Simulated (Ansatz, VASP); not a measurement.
**One calculation of Ge3N4, two programs**

```
Ge N
1.0
     8.04393    0.00000    0.00000
    -4.02196    6.96625    0.00000
     0.00000    0.00000    3.14166
Ge N
6 8
Direct
  0.82806 0.23339 0.75000
  0.59467 0.82806 0.25000
  0.23339 0.40533 0.25000
  0.76661 0.59467 0.75000
  0.40533 0.17194 0.75000
  0.17194 0.76661 0.25000
  0.66667 0.33333 0.75000
  0.33333 0.66667 0.25000
  0.66925 0.96976 0.75000
  0.69949 0.66925 0.25000
  0.96976 0.30051 0.25000
  0.03024 0.69949 0.75000
  0.33075 0.03024 0.25000
  0.30051 0.33075 0.75000
```

Change from the starting cell: uniaxial_z strain +2.0%.

Alike in both runs: task single point; functional PBE; k mesh 6 × 6 × 8; occupations fermi-dirac, width 0.02 eV; no spin polarisation.

```csv
,VASP,Ansatz
version,VASP 6.6.1,Ansatz 0.2.0
potentials or method,"VASP PAW PBE potentials, release 64 (Ge_d, N)","plane waves, PAW"
plane-wave cutoff (eV),600,420
valence electrons in the cell,124,124
```

|  | VASP | Ansatz | Ansatz less VASP |
| --- | --- | --- | --- |
| gap on the k mesh at the Fermi level (eV) | 2.00 | 1.99 | -0.010 |
| pressure (GPa) | 1.7 | 2.4 | +0.64 |
| traceless stress, the component that is largest in VASP (GPa) | -3.67 | -3.63 | +0.043 |
| rms of the force components (eV/Å) | 0.026 | 0.031 | +0.0050 |

Atom by atom the forces differ by 0.006 eV/Å (rms over components).
